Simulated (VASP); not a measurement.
Write the native input for VASP 6.6.1 that does the following.

| Quantity | Value |
| --- | --- |
| Task | single point |
| Functional | PBE |
| Potentials or basis | VASP PAW PBE potentials, release 64 (Zr_sv, In_d, Se) |
| Cutoff | 520 eV |
| k mesh | 4 × 4 × 2 |
| Occupations | gaussian, width 0.1 eV |
| Spin | no spin polarisation |
| Dipole correction | no |
| Further INCAR settings | ALGO = Normal; EDIFF = 1e-06; NBANDS = 37 |

The structure of ZrIn2Se3 lies in POSCAR:

```
ZrIn2Se3
1.0
    3.9134235458      0.0000000000      0.0000000000
    0.0000000000      3.9134235458      0.0000000000
    0.0000000000      0.0000000000      9.1912808353
Zr In Se
1 2 3
Direct
    0.5000000000      0.5000000000      0.0000000000
    0.5000000000      0.0000000000      0.6988925941
    0.0000000000      0.5000000000      0.3011074059
    0.5000000000      0.0000000000      0.3668272455
    0.0000000000      0.5000000000      0.6331727545
    0.0000000000      0.0000000000      0.0000000000
```

These files were run (other wordings do the same):

INCAR

```
SYSTEM = ZrIn2Se3
ALGO = Normal ; EDIFF = 1E-6
ENCUT = 520 ; GGA = PE
ISIF = 2 ; ISMEAR = 0
LASPH = .TRUE. ; LCHARG = .FALSE.
LREAL = .FALSE. ; LWAVE = .FALSE.
NBANDS = 37 ; NELM = 100
PREC = Accurate ; SIGMA = 0.1
```

KPOINTS

```
k-points
0
G
  4 4 2
  0 0 0
```

Potentials or basis: VASP PAW PBE potentials, release 64 (Zr_sv, In_d, Se).

The run is started by

```console
$ cat potpaw_PBE.64/Zr_sv/POTCAR potpaw_PBE.64/In_d/POTCAR potpaw_PBE.64/Se/POTCAR > POTCAR
$ mpirun -np 1 vasp_std > vasp.out
```

It gave:

```yaml
Pressure: 0.2 GPa
Largest_force: 0.026 eV/Å
Band_gap_on_the_k_mesh: zero (band 28 reaches 7.40 eV, above the bottom of band 29 at 6.27 eV)
```

Caveat: the k points lie up to 0.40 Å⁻¹ apart; spin-orbit coupling is left out, which moves the levels of the heavy elements.

Wall time 70 s on 1 thread of Intel Xeon 6975P-C, with other jobs on the host, peak memory 0.26 GiB.
